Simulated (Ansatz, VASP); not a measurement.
# MgO: VASP beside Ansatz

Contents of INCAR:

```
SYSTEM = MgO
ALGO = Normal
EDIFF = 1E-6
ENCUT = 600
GGA = PE
GGA_COMPAT = .False.
ISIF = 2
ISMEAR = 0
LASPH = .True.
LCHARG = .False.
LREAL = .False.
LWAVE = .False.
NBANDS = 11
NELM = 120
PREC = Accurate
SIGMA = 0.01
```

Contents of KPOINTS:

```
k-points
0
Gamma
  10 10 10
  0 0 0
```

File POSCAR:

```
MgO
1.0
    0.0000000000      1.8866713983      1.8866713983
    1.8866713983      0.0000000000      1.8866713983
    1.8866713983      1.8866713983      0.0000000000
Mg O
1 1
Direct
    0.0000000000      0.0000000000      0.0000000000
    0.5000000000      0.5000000000      0.5000000000
```

Input for Ansatz:

```yaml
crystal:
  lattice:
    - [0.0, 1.8866713983, 1.8866713983]
    - [1.8866713983, 0.0, 1.8866713983]
    - [1.8866713983, 1.8866713983, 0.0]
  atoms:
    - { symbol: Mg, position: [0.0, 0.0, 0.0] }
    - { symbol: O, position: [0.5, 0.5, 0.5] }
scf:
  occupations: { method: fixed }
output:
  forces: true
  stress: true
  eigenvalues: true
hamiltonian:
  xc: pbe
basis:
  ecutwfc: 700
kpoints:
  mp_grid: { grid: [10, 10, 10] }
```

Alike in both runs: task single point; functional PBE; k mesh 10 × 10 × 10; no spin polarisation.

|  | VASP | Ansatz |
| --- | --- | --- |
| version | VASP 6.6.1 | Ansatz 0.2.0 |
| potentials or method | VASP PAW PBE potentials, release 64 (Mg, O), cutoff 600 eV | scalar-relativistic, plane waves, PAW |
| occupations | gaussian, width 0.01 eV | fixed |
| valence electrons in the cell | 8 | 16 |

|  | VASP | Ansatz | Ansatz less VASP |
| --- | --- | --- | --- |
| gap on the k mesh at the Fermi level (eV) | 8.67 | 8.66 | -0.011 |
| least direct gap on the mesh (eV) | 8.67 | 8.66 | -0.011 |

VASP's potentials hold 8 valence electrons a cell and Ansatz's 16, so a difference there can come from the potentials and not from the codes.
